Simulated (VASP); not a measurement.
A run of VASP 6.6.1 is set up as follows.

INCAR

```
  PREC = Accurate
  ENCUT = 520
  EDIFF = 1E-6
  ISMEAR = 0
  SIGMA = 0.1
  LREAL = F
  LASPH = T
  NELM = 100
  ALGO = Normal
  ISIF = 2
  LWAVE = F
  LCHARG = F
  GGA = PE
  NBANDS = 30
```

KPOINTS

```
Automatic mesh
0
Gamma
  4 4 6
```

POSCAR

```
ScAs6
1.0
    2.8061661640     -7.0963507740      0.0000000000
    2.8061661640      7.0963507740      0.0000000000
    0.0000000000      0.0000000000      3.7095675442
Sc As
1 6
Direct
    0.5000000000      0.5000000000      0.0000000000
    0.1118045673      0.3340303699      0.5000000000
    0.8881954327      0.6659696301      0.5000000000
    0.3340303699      0.1118045673      0.5000000000
    0.6659696301      0.8881954327      0.5000000000
    0.0000000000      0.5000000000      0.0000000000
    0.5000000000      0.0000000000      0.0000000000
```

Potentials or basis: VASP PAW PBE potentials, release 64 (Sc_sv, As).

The run is started by

```sh
$ cat potpaw_PBE.64/Sc_sv/POTCAR potpaw_PBE.64/As/POTCAR > POTCAR
$ mpirun -np 1 vasp_std > vasp.out
```

(1) What does it give for the pressure?

(2) What does it give for the largest force?

(3) Predict the band gap on the k mesh.

Answers

(1) 0.1 GPa.

(2) 0.023 eV/Å.

(3) zero (an odd number of electrons rules out a gap without spin polarisation).

Caveat: an odd number of electrons without spin polarisation forces a metal; a magnetic or distorted state may lie lower.
